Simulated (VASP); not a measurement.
Pb, 1 atom in the cell. It takes space group I4/mmm (No. 139, tetragonal). Conventional cell: a = 3.160 Å, b = 3.160 Å, c = 2.954 Å, α = 90.00°, β = 90.00°, γ = 90.00°. Pb (site symmetry 4/mmm) has 14 Pb at 2.68 to 3.16 Å within 3.5 Å. 

- Program: VASP 6.6.1
- Task: single point
- Functional: PBE
- Potentials or basis: VASP PAW PBE potentials, release 64 (Pb_d)
- Cutoff: 520 eV
- k mesh: 8 × 8 × 8
- Occupations: gaussian, width 0.1 eV
- Spin: no spin polarisation
- Dipole correction: no
- Further INCAR settings: ALGO = Normal; EDIFF = 1e-07; NBANDS = 13

Potentials or basis: VASP PAW PBE potentials, release 64 (Pb_d).

Launch:

```bash
$ cat potpaw_PBE.64/Pb_d/POTCAR > POTCAR
$ mpirun -np 1 vasp_std > vasp.out
```

Hardware: 1 thread of Intel(R) Xeon(R) Platinum 8488C (Sapphire Rapids) (shared host).

Q: Estimate the wall time of this run.

A: It took 9.4 s on 1 thread of Intel(R) Xeon(R) Platinum 8488C (Sapphire Rapids), on a shared host, peak memory 0.13 GiB. Counts: scf iterations 13, k points 59.
